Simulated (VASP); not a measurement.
Here is a VASP 6.6.1 calculation.

Contents of INCAR:

```
SYSTEM = SnO
PREC = Accurate
ENCUT = 520
EDIFF = 1E-6
ISMEAR = 0
SIGMA = 0.1
LREAL = .False.
LASPH = .True.
NELM = 60
ALGO = Normal
ISIF = 2
LWAVE = .False.
LCHARG = .False.
GGA = PS
NBANDS = 50
```

The input KPOINTS:

```
regular mesh
0
Gamma
  10 10 6
  0 0 0
```

File POSCAR:

```
SnO
1.0
    2.5172637332     -2.5172637332      0.0000000000
    2.5172637332      2.5172637332      0.0000000000
    0.0000000000      0.0000000000      8.0245966500
Sn O
4 4
Direct
    0.7500000000      0.2500000000      0.8950238235
    0.2500000000      0.7500000000      0.1049761765
    0.7500000000      0.2500000000      0.3950238235
    0.2500000000      0.7500000000      0.6049761765
    0.2500000000      0.2500000000      0.2500000000
    0.7500000000      0.7500000000      0.7500000000
    0.2500000000      0.2500000000      0.7500000000
    0.7500000000      0.7500000000      0.2500000000
```

Potentials or basis: VASP PAW PBE potentials, release 64 (Sn_d, O).

Run with:

```sh
$ cat potpaw_PBE.64/Sn_d/POTCAR potpaw_PBE.64/O/POTCAR > POTCAR
$ mpirun -np 1 vasp_std > vasp.out
```

Estimate the band gap on the k mesh.

zero (bands 40 and 41 overlap by 2.18 eV).

What does it give for the largest force?

0.111 eV/Å.

Forces on the atoms (eV/Å):
```
Sn   0.000  0.000  0.111
Sn   0.000  0.000 -0.111
Sn   0.000  0.000  0.111
Sn   0.000  0.000 -0.111
O    0.000  0.000  0.000
O    0.000  0.000  0.000
O    0.000  0.000  0.000
O    0.000  0.000  0.000
```

Caveat: the PAW data sets were made with another functional, which shifts forces and pressure a little; spin-orbit coupling is left out, which moves the levels of the heavy elements.
